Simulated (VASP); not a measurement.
SnO:

```
Sn O
1.0
     3.81370    0.00000    0.00000
     0.00000    3.81370    0.00000
     0.00000    0.00000    4.88691
Sn O
2 2
Direct
  0.50000 0.00000 0.76463
  0.00000 0.50000 0.23537
  0.00000 0.00000 0.00000
  0.50000 0.50000 0.00000
```

```yaml
Program: VASP 6.6.1
Task: relaxation of cell and atoms
Functional: revPBE
Dispersion: D4
Potentials_or_basis: VASP PAW PBE potentials, release 64 (Sn_d, O)
Cutoff: 600 eV
k_mesh: 7 × 7 × 6
Occupations: fermi-dirac, width 0.05 eV
Spin: no spin polarisation
```

At the start: pressure 1.8 GPa; volume 17.77 Å³/atom.

**Question.** How do energy, volume and symmetry change on relaxing?

**Answer.** Over 12 steps the energy falls by 10.0 meV/atom and the volume is 17.11 Å³/atom (-3.7 %); space group P4/nmm (No. 129, to 0.05 Å).

The path:
```tsv
step	energy change (eV)	largest force (eV/Å)	pressure (GPa)	volume (Å³)
1	0.0000	0.6234	1.82	71.08
2	-0.0054	0.2959	-2.53	73.17
3	-0.0169	0.1080	-0.64	72.21
4	-0.0219	0.0928	-0.56	71.71
5	-0.0335	0.0494	-0.21	70.20
6	-0.0371	0.0151	0.74	67.21
7	-0.0393	0.0196	0.33	68.44
8	-0.0393	0.0162	0.37	68.30
9	-0.0382	0.1648	-0.78	68.75
10	-0.0398	0.0487	-0.04	68.46
11	-0.0400	0.0235	0.09	68.46
12	-0.0401	0.0011	0.05	68.46
```

Final structure:
```cif
data_structure
_symmetry_space_group_name_H-M 'P 1'
_symmetry_Int_Tables_number 1
_cell_length_a 3.8355
_cell_length_b 3.8355
_cell_length_c 4.6536
_cell_angle_alpha 90.000
_cell_angle_beta 90.000
_cell_angle_gamma 90.000
_cell_volume 68.46
loop_
_atom_site_label
_atom_site_type_symbol
_atom_site_fract_x
_atom_site_fract_y
_atom_site_fract_z
_atom_site_occupancy
Sn1 Sn 0.50000 0.00000 0.74939 1
Sn2 Sn 0.00000 0.50000 0.25061 1
O1 O 0.00000 0.00000 0.00000 1
O2 O 0.50000 0.50000 0.00000 1
```

Caveat: the PAW data sets were made with another functional, which shifts forces and pressure a little.
